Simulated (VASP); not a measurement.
# Ti2O in VASP: a series of runs

Runs on Ti2O. Level: r2SCAN. Tasks: single point.

Everything below comes from runs of VASP 6.6.1. Logs are shortened: lines on timing, memory, paths and dates and some standing lists are left out, and cuts for length are marked.

## 1. The cell of the first run

The structure is trigonal, space group P-3m1 (No. 164). The conventional cell has a = 2.919 Å, b = 2.919 Å, c = 4.713 Å, α = 90.00°, β = 90.00°, γ = 120.00°. Within 2.8 Å of Ti (site symmetry 3m) lie 3 O at 2.14 Å and 3 Ti at 2.68 Å. Within 2.8 Å of O (site symmetry -3m) lie 6 Ti at 2.14 Å.

## 2. Single point, r2SCAN

POSCAR reads:

```
Ti2O
1.0
    2.9193980238      0.0000000000      0.0000000000
   -1.4596990119      2.5282728524      0.0000000000
    0.0000000000      0.0000000000      4.7130000000
Ti O
2 1
Direct
    0.6666666667      0.3333333333      0.2787400000
    0.3333333333      0.6666666667      0.7212600000
    0.0000000000      0.0000000000      0.0000000000
```

INCAR.step1 reads:

```
PREC     = Accurate       # precision mode
ENCUT    = 660            # plane-wave cutoff, eV
ISMEAR   = 0              # smearing method
SIGMA    = 0.1            # smearing width, eV
LREAL    = F              # projectors in reciprocal space
LASPH    = T              # aspherical terms in the spheres
NELM     = 120            # most SCF steps
NBANDS   = 22             # bands
GGA      = PE             # functional
ALGO     = Normal         # electronic algorithm
EDIFF    = 1E-5           # SCF threshold, eV
LWAVE    = T              # write WAVECAR
LCHARG   = F              # write CHGCAR
GGA_COMPAT= F
```

INCAR.step2 reads:

```
PREC     = Accurate       # precision mode
ENCUT    = 660            # plane-wave cutoff, eV
EDIFF    = 1E-6           # SCF threshold, eV
ISMEAR   = 0              # smearing method
SIGMA    = 0.1            # smearing width, eV
LREAL    = F              # projectors in reciprocal space
LASPH    = T              # aspherical terms in the spheres
NELM     = 120            # most SCF steps
ALGO     = Normal         # electronic algorithm
ISIF     = 2              # what is computed and relaxed
LWAVE    = F              # write WAVECAR
LCHARG   = F              # write CHGCAR
METAGGA  = R2SCAN         # meta-GGA
LMIXTAU  = T            
NBANDS   = 22             # bands
ISTART   = 1            
GGA_COMPAT= F
```

KPOINTS reads:

```
Automatic mesh
0
Gamma
  12 12 6
```

Potentials or basis: VASP PAW PBE potentials, release 64 (Ti_sv, O).

Run with:

```bash
cat potpaw_PBE.64/Ti_sv/POTCAR potpaw_PBE.64/O/POTCAR > POTCAR
cp INCAR.step1 INCAR
mpirun -np 1 vasp_std > vasp.out
cp INCAR.step2 INCAR
mpirun -np 1 vasp_std > vasp.out
```

OUTCAR:

```text
PREC = Accurate
   ENCUT = 660
   EDIFF = 1E-6
   ISMEAR = 0
   LREAL = F
   LASPH = T
   NELM = 120
   ISIF = 2
   METAGGA = R2SCAN
   ISTART = 1

 ion  position               nearest neighbor table
   1  0.667  0.333  0.279-   3 2.14   3 2.14   3 2.14   2 2.68   2 2.68   2 2.68
   2  0.333  0.667  0.721-   3 2.14   3 2.14   3 2.14   1 2.68   1 2.68   1 2.68
   3  0.000  0.000  0.000-   1 2.14   2 2.14   1 2.14   2 2.14   1 2.14   2 2.14

  LATTYP: Found a hexagonal cell.
 ALAT       =     2.9193980238
 C/A-ratio  =     1.6143739091

  Lattice vectors:

 A1 = (   2.9193980238,   0.0000000000,   0.0000000000)
 A2 = (  -1.4596990119,   2.5282728524,   0.0000000000)
 A3 = (   0.0000000000,   0.0000000000,   4.7130000000)

Analysis of symmetry for initial positions (statically):
=====================================================================
 Subroutine PRICEL returns:
 Original cell was already a primitive cell.

 Routine SETGRP: Setting up the symmetry group for a
 hexagonal supercell.

 Subroutine GETGRP returns: Found 12 space group operations
 (whereof 12 operations were pure point group operations)
 out of a pool of 24 trial point group operations.

The static configuration has the point symmetry D_3d.

Analysis of symmetry for dynamics (positions and initial velocities):
=====================================================================
 Subroutine PRICEL returns:
 Original cell was already a primitive cell.

 Routine SETGRP: Setting up the symmetry group for a
 hexagonal supercell.

 Subroutine GETGRP returns: Found 12 space group operations
 (whereof 12 operations were pure point group operations)
 out of a pool of 24 trial point group operations.

The dynamic configuration has the point symmetry D_3d.

 Subroutine INISYM returns: Found 12 space group operations
 (whereof 12 operations are pure point group operations),
 and found     1 'primitive' translations

----------------------------------------------------------------------------------------

                                     Primitive cell

  volume of cell :      34.7868

  direct lattice vectors                    reciprocal lattice vectors
     2.919398024  0.000000000  0.000000000     0.342536369  0.197763465  0.000000000
    -1.459699012  2.528272852  0.000000000     0.000000000  0.395526930  0.000000000
     0.000000000  0.000000000  4.713000000     0.000000000  0.000000000  0.212179079

  length of vectors
     2.919398024  2.919398024  4.713000000     0.395526930  0.395526930  0.212179079

  position of ions in fractional coordinates (direct lattice)
     0.666666667  0.333333333  0.278740000
     0.333333333  0.666666667  0.721260000
     0.000000000  0.000000000  0.000000000

  ion indices of the primitive-cell ions
   primitive index   ion index
                 1           1
                 2           2
                 3           3

----------------------------------------------------------------------------------------

 KPOINTS: Automatic mesh

Automatic generation of k-mesh.
 Grid dimensions read from file:
 generate k-points for:   12   12    6

 Generating k-lattice:

  Cartesian coordinates                     Fractional coordinates (reciprocal lattice)
     0.028544697  0.016480289  0.000000000     0.083333333  0.000000000  0.000000000
     0.000000000  0.032960578  0.000000000     0.000000000  0.083333333  0.000000000
     0.000000000  0.000000000  0.035363180     0.000000000  0.000000000  0.166666667

  Length of vectors
     0.032960578  0.032960578  0.035363180

  Shift w.r.t. Gamma in fractional coordinates (k-lattice)
     0.000000000  0.000000000  0.000000000

 Subroutine IBZKPT returns following result:
 ===========================================

 Found    100 irreducible k-points:

 Following reciprocal coordinates:
            Coordinates               Weight
  0.000000  0.000000  0.000000      1.000000
  0.083333 -0.000000  0.000000      6.000000
  0.166667  0.000000  0.000000      6.000000
  0.250000 -0.000000  0.000000      6.000000
  0.333333  0.000000  0.000000      6.000000
  0.416667 -0.000000  0.000000      6.000000
[... 16 lines left out ...]
  0.166667  0.000000  0.166667      6.000000
  0.000000  0.166667  0.166667      6.000000
 [... further k-points ...]
   k-points           NKPTS =    100   k-points in BZ     NKDIM =    100   number of bands    NBANDS=     22
   number of dos      NEDOS =    301   number of ions     NIONS =      3
   total plane-waves  NPLWV =  23040
   dimension x,y,z NGX =    24 NGY =   24 NGZ =   40
   dimension x,y,z NGXF=    48 NGYF=   48 NGZF=   80
   ions per type =               2   1
   NGX,Y,Z   is equivalent  to a cutoff of  13.67, 13.67, 14.11 a.u.
   NGXF,Y,Z  is equivalent  to a cutoff of  27.33, 27.33, 28.22 a.u.
 SYSTEM =  unknown system
   PREC   = accura    normal or accurate (medium, high low for compatibility)
   ISTART =      1    job   : 0-new  1-cont  2-samecut
   ICHARG =      0    charge: 1-file 2-atom 10-const
   ISPIN  =      1    spin polarized calculation?
   LNONCOLLINEAR =      F non collinear calculations
   LSORBIT =      F    spin-orbit coupling
   LASPH  =      T    aspherical Exc in radial PAW
   ENCUT  =  660.0 eV  48.51 Ry    6.96 a.u.   6.12  6.12  9.87*2*pi/ulx,y,z
   NELM   =    120;   NELMIN=  2; NELMDL=  0     # of ELM steps
   EDIFF  = 0.1E-05   stopping-criterion for ELM
   LREAL  =      F    real-space projection
   EDIFFG = 0.1E-04   stopping-criterion for IOM
   NSW    =      0    number of steps for IOM
   IBRION =     -1    ionic relax: 0-MD 1-quasi-New 2-CG
   NFREE  =      0    steps in history (QN), initial steepest desc. (CG)
   ISIF   =      2    stress and relaxation
   ISYM   =      2    0-nonsym 1-usesym 2-fastsym
   POTIM  = 0.5000    time-step for ionic-motion
   TEBEG  =    0.0;   TEEND  =   0.0 temperature during run
   PSTRESS=    0.0 pullay stress
   NELECT =      30.0000    total number of electrons
   NUPDOWN=      -1.0000    fix difference up-down
   EMIN   =  10.00;   EMAX   =-10.00  energy-range for DOS
   EFERMI =   0.00;   METHOD = LEGACY
   ISMEAR =     0;   SIGMA  =   0.10  broadening in eV -4-tet -1-fermi 0-gaus
   EFERMI_NEDOS =   21; number of points for ismear=-14 and -15
   IALGO  =     38    algorithm
   IMIX   =      4    mixing-type and parameters
     AMIX     =   0.40;   BMIX     =  1.00
     AMIX_MAG =   1.60;   BMIX_MAG =  1.00
  volume/ion in A,a.u.               =      11.60        78.25
  Fermi-wavevector in a.u.,A,eV,Ry     =   1.558274  2.944710 33.037889  2.428216
  Thomas-Fermi vector in A             =   2.661802
   LORBIT       =      0    0 simple, 1 ext, 2 COOP (PROOUT), +10 PAW based schemes
   METAGGA = R2SCAN    functional components
   LHFCALC =     F    Hartree Fock is set to
   AEXX    =    0.0000 exact exchange contribution
   IVDW    =     0    specifies the selected vdW correction
   LEPSILON=     F    determine dielectric tensor
   LRPA    =     F    only Hartree local field effects (RPA)
 non-spin polarized calculation
 Gauss-broadening in eV      SIGMA  =   0.10
  energy-cutoff  :      660.00
  volume of cell :       34.79
 maximum number of plane-waves:      1362
   NGX = 13   NGY = 13   NGZ = 19

 number of electron      29.9999995 magnetization

 Free energy of the ion-electron system (eV)
  ---------------------------------------------------
  ext. energy  EPLUGINS =         0.00000000
  ---------------------------------------------------
  free energy    TOTEN  =       -37.77132633 eV

  energy without entropy =      -37.76707543  energy(sigma->0) =      -37.76920088

 E-fermi :  10.6417     XC(G=0): -13.3873

 val. band max:       10.6380186786   @ k =   0.0833   0.0833   0.0000
 cond. band min:      10.6724527213   @ k =   0.0833   0.0833   0.1667
 fundamental gap:      0.0344340428
 Fermi energy:        10.6416992235

 k-point     1 :       0.0000    0.0000    0.0000
  band No.  band energies     occupation
      1     -49.0138      2.00000
      2     -48.8250      2.00000
      3     -24.7294      2.00000
      4     -23.9207      2.00000
      5     -23.9207      2.00000
      6     -23.8081      2.00000
[... 14 lines left out ...]
     21      12.0950      0.00000
     22      14.9043      0.00000

 k-point     2 :       0.0833   -0.0000    0.0000
  band No.  band energies     occupation
      1     -49.0054      2.00000
      2     -48.8222      2.00000
      3     -24.7070      2.00000
      4     -23.9714      2.00000
      5     -23.9343      2.00000
      6     -23.8354      2.00000
[... 14 lines left out ...]
     21      12.3343      0.00000
     22      14.5309      0.00000

 k-point     3 :       0.1667    0.0000    0.0000
  band No.  band energies     occupation
      1     -48.9816      2.00000
      2     -48.8151      2.00000
      3     -24.6439      2.00000
      4     -24.0918      2.00000
      5     -23.9695      2.00000
      6     -23.9454      2.00000
[... 14 lines left out ...]
     21      12.7861      0.00000
     22      14.0478      0.00000

 k-point     4 :       0.2500   -0.0000    0.0000
  band No.  band energies     occupation
      1     -48.9474      2.00000
      2     -48.8069      2.00000
      3     -24.5540      2.00000
      4     -24.2487      2.00000
      5     -24.0790      2.00000
      6     -24.0149      2.00000
[... 14 lines left out ...]
     21      13.2404      0.00000
     22      14.0090      0.00000

 k-point     5 :       0.3333    0.0000    0.0000
  band No.  band energies     occupation
      1     -48.9100      2.00000
      2     -48.8017      2.00000
      3     -24.4684      2.00000
      4     -24.4049      2.00000
      5     -24.1802      2.00000
      6     -24.0580      2.00000
[... 417 lines left out ...]
 k-point    22 :       0.0000    0.0833    0.1667
  band No.  band energies     occupation
      1     -48.9985      2.00000
      2     -48.8292      2.00000
      3     -24.6575      2.00000
      4     -23.9749      2.00000
      5     -23.9330      2.00000
      6     -23.8771      2.00000
[... 14 lines left out ...]
     21      12.5355      0.00000
     22      14.3754      0.00000

 k-point    23 :       0.1667    0.0000    0.1667
  band No.  band energies     occupation
      1     -48.9754      2.00000
      2     -48.8214      2.00000
      3     -24.6083      2.00000
      4     -24.1178      2.00000
      5     -23.9601      2.00000
      6     -23.9310      2.00000
[... 14 lines left out ...]
     21      13.0182      0.00000
     22      13.7877      0.00000

 k-point    24 :       0.0000    0.1667    0.1667
  band No.  band energies     occupation
      1     -48.9754      2.00000
      2     -48.8215      2.00000
      3     -24.6022      2.00000
      4     -24.0861      2.00000
      5     -23.9878      2.00000
      6     -23.9677      2.00000
[... 14 lines left out ...]
     21      12.7363      0.00000
     22      14.0971      0.00000

 [... further k-points ...]
[... 5 lines left out ...]
  --------------------------------------------------------------------------------------
  -------------------------------------------------------------------------------------
  Total        1.5858905      1.5858905      3.3148265     -0.0000000      0.0000000      0.0000000
  in kB       73.0413993     73.0413993    152.6710487     -0.0000000      0.0000000      0.0000000
  external PRESSURE =      99.5846158 kB  Pullay stress =       0.0000000 kB

 VOLUME and BASIS-vectors are now :
 -----------------------------------------------------------------------------
  energy-cutoff  :      660.00
  volume of cell :       34.79
      direct lattice vectors                 reciprocal lattice vectors
     2.919398024  0.000000000  0.000000000     0.342536369  0.197763465  0.000000000
    -1.459699012  2.528272852  0.000000000     0.000000000  0.395526930  0.000000000
     0.000000000  0.000000000  4.713000000     0.000000000  0.000000000  0.212179079

 POSITION                                       TOTAL-FORCE (eV/Angst)
 -----------------------------------------------------------------------------------
      1.45970      0.84276      1.31370        -0.000000      0.000000     -1.009745
     -0.00000      1.68552      3.39930         0.000000     -0.000000      1.009745
      0.00000      0.00000      0.00000         0.000000      0.000000      0.000000
 -----------------------------------------------------------------------------------
    total drift:                               -0.000000      0.000000      0.000000

  FREE ENERGIE OF THE ION-ELECTRON SYSTEM (eV)
  ---------------------------------------------------
  free  energy   TOTEN  =       -37.7713263328 eV

  energy  without entropy=      -37.7670754289  energy(sigma->0) =      -37.76920088
```

Run time: 4.9 min. Hardware: 1 thread of Intel Xeon Platinum 8488C (Sapphire Rapids), shared host; peak memory 0.24 GiB.

What came out:

| Quantity | Value |
| --- | --- |
| Free energy | -37.7713 eV |
| Pressure | 10.0 GPa |
| Largest force | 1.010 eV/Å |
| Band gap on the k mesh | zero (bands 15 and 16 overlap by 0.90 eV) |

Forces on the atoms (eV/Å):
```
Ti   0.000  0.000 -1.010
Ti   0.000  0.000  1.010
O    0.000  0.000  0.000
```

Caveat: the cell stands under pressure; the PAW data sets were made with another functional, which shifts forces and pressure a little.

(Part 1 of 3 ends here.)
